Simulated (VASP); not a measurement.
Input of a VASP 6.6.1 run:

INCAR

```
SYSTEM = CuO
ALGO = Normal
EDIFF = 1E-6
ENCUT = 520
GGA = PE
ISIF = 2
ISMEAR = 0
ISPIN = 2
LASPH = .True.
LCHARG = .False.
LDAU = .True.
LDAUJ = 0 0
LDAUL = 2 -1
LDAUPRINT = 1
LDAUTYPE = 2
LDAUU = 4 0
LMAXMIX = 4
LORBIT = 11
LREAL = .False.
LWAVE = .False.
MAGMOM = 0.63 0.63 0 0
NBANDS = 29
NELM = 150
PREC = Accurate
SIGMA = 0.05
```

Contents of KPOINTS:

```
k-points
0
Gamma
  10 10 6
  0 0 0
```

File POSCAR:

```
CuO
1.0
    2.0872091954     -2.0760605474      0.1652846558
    2.0872091954      2.0760605474      0.1652846558
   -0.4124906771      0.0000000000      5.2015957445
Cu O
2 2
Direct
    0.0000000000      0.5000000000      0.0000000000
    0.5000000000      0.0000000000      0.5000000000
    0.5000352668      0.4999647332      0.2500000000
    0.4999647332      0.5000352668      0.7500000000
```

Potentials or basis: VASP PAW PBE potentials, release 64 (Cu, O).

The run is started by

```bash
$ cat potpaw_PBE.64/Cu/POTCAR potpaw_PBE.64/O/POTCAR > POTCAR
$ mpirun -np 1 vasp_std > vasp.out
```

Q: Predict the net moment.

A: 1.96 μB per cell.

Q: What does it give for the band gap on the k mesh?

A: Zero (filled and empty bands overlap).

Stress tensor (GPa, compression positive):
```
-2.59  0.00  0.03
 0.00 -2.51  0.00
 0.03  0.00 -2.97
```

The state reached can hang on the start; a lower one may exist.
